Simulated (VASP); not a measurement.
Here is a VASP 6.6.1 calculation.

File INCAR:

```
SYSTEM = Nb
  ALGO = Fast
  EDIFF = 1E-6
  ENCUT = 520
  GGA = PS
  ISIF = 2
  ISMEAR = 0
  LASPH = .True.
  LCHARG = .True.
  LELF = .True.
  LREAL = .False.
  LVHAR = .True.
  LWAVE = .False.
  NBANDS = 12
  NELM = 80
  PREC = Accurate
  SIGMA = 0.15
```

The input KPOINTS:

```
k-points
0
Gamma
  22 22 22
  0 0 0
```

POSCAR

```
Nb
1.0
   -1.6371074029      1.6371074029      1.7189627730
    1.6371074029     -1.6371074029      1.7189627730
    1.6371074029      1.6371074029     -1.7189627730
Nb
1
Direct
    0.0000000000      0.0000000000      0.0000000000
```

Potentials or basis: VASP PAW PBE potentials, release 64 (Nb_sv).

The run is started by

```bash
$ cat potpaw_PBE.64/Nb_sv/POTCAR > POTCAR
$ mpirun -np 1 vasp_std > vasp.out
```

Question: Predict the pressure.

Answer: -8.5 GPa.

Stress tensor (GPa, compression positive):
```
 -6.71   0.00   0.00
  0.00  -6.71   0.00
  0.00   0.00 -12.18
```

Caveat: the PAW data sets were made with another functional, which shifts forces and pressure a little.
